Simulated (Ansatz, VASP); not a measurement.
**One calculation of WSe2, two programs**

```xyz
6
Lattice="3.2499 0.0000 0.0000 -1.6250 2.8145 0.0000 0.0000 0.0000 12.8208" Properties=species:S:1:pos:R:3 pbc="T T T"
W     1.6250    0.9382    9.6156
W     0.0000    1.8763    3.2052
Se    0.0000    1.8763   11.2823
Se    1.6250    0.9382    4.8719
Se    0.0000    1.8763    7.9488
Se    1.6250    0.9382    1.5385
```

Alike in both runs: task relaxation of cell and atoms; functional LDA; k mesh 9 × 9 × 2; occupations gaussian, width 0.02 eV; no spin polarisation.

|  | VASP | Ansatz |
| --- | --- | --- |
| version | VASP 6.6.1 | Ansatz 0.2.0 |
| potentials or method | VASP PAW LDA potentials, release 64 (W_sv, Se), cutoff 600 eV | scalar-relativistic, plane waves, PAW |
| valence electrons in the cell | 52 | 92 |

VASP gave:

```
gap on the k mesh at the Fermi level, each at its own relaxed structure (eV) : 0.98
relaxed volume (Å³/atom)                                                     : 19.62
relaxed cell length with the largest relative difference (Å)                 : 3.255
```

Question: Which values does Ansatz return?

Answer: gap on the k mesh at the Fermi level, each at its own relaxed structure (eV): 0.99; relaxed volume (Å³/atom): 19.55; relaxed cell length with the largest relative difference (Å): 3.250.

Ansatz warns that its potentials were made for another functional, while VASP's fit it. LDA's correlation is that of Perdew and Zunger in VASP and of Perdew and Wang (1992) in Ansatz. VASP's potentials hold 52 valence electrons a cell and Ansatz's 92, so a difference there can come from the potentials and not from the codes.

Neither program's run includes spin-orbit coupling.
